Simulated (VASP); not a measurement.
Here is a VASP 6.6.1 calculation.

File INCAR:

```
ALGO = Normal ; EDIFF = 1E-6
EDIFFG = -0.002 ; ENCUT = 600
GGA = PE ; IBRION = 2
ISIF = 3 ; ISMEAR = 0
IVDW = 12 ; LASPH = T
LCHARG = F ; LREAL = F
LWAVE = F ; NELM = 100
NSW = 100 ; PREC = Accurate
PSTRESS = 211.0 ; SIGMA = 0.1
```

File KPOINTS:

```
k-points
0
Gamma
  20 20 20
```

POSCAR

```
Cu
1.0
    0.0000000000      1.7238839375      1.7238839375
    1.7238839375      0.0000000000      1.7238839375
    1.7238839375      1.7238839375      0.0000000000
Cu
1
Direct
    0.0000000000      0.0000000000      0.0000000000
```

Potentials or basis: VASP PAW PBE potentials, release 64 (Cu).

Command:

```console
$ cat potpaw_PBE.64/Cu/POTCAR > POTCAR
$ mpirun -np 1 vasp_std > vasp.out
```

Q: Predict the relaxed volume.

A: 10.27 Å³/atom.

Q: What does it give for the relaxed cell?

A: a = 2.440 Å, b = 2.440 Å, c = 2.440 Å, α = 60.00°, β = 60.00°, γ = 60.00°.

Q: Predict the dispersion energy per atom.

A: -0.674 eV.

Step by step:
```
step  energy change (eV)  largest force (eV/Å)  pressure (GPa)  volume (Å³)
   1              0.0000                0.0000           21.70        10.25
   2             -0.0075                0.0000           20.41        10.30
   3             -0.0027                0.0000           21.14        10.27
   4             -0.0030                0.0000           21.14        10.27
   5             -0.0052                0.0000           20.75        10.29
   6             -0.0032                0.0000           21.06        10.27
   7             -0.0031                0.0000           21.15        10.27
   8             -0.0031                0.0000           20.73        10.27
   9             -0.0031                0.0000           21.40        10.27
  10             -0.0031                0.0000           20.98        10.27
  11             -0.0031                0.0000           21.15        10.27
  12             -0.0031                0.0000           21.08        10.27
```

Caveat: the cell is relaxed towards a set pressure, so the enthalpy falls and the energy may rise; pairwise dispersion overbinds metals, which lowers pressure and volume.
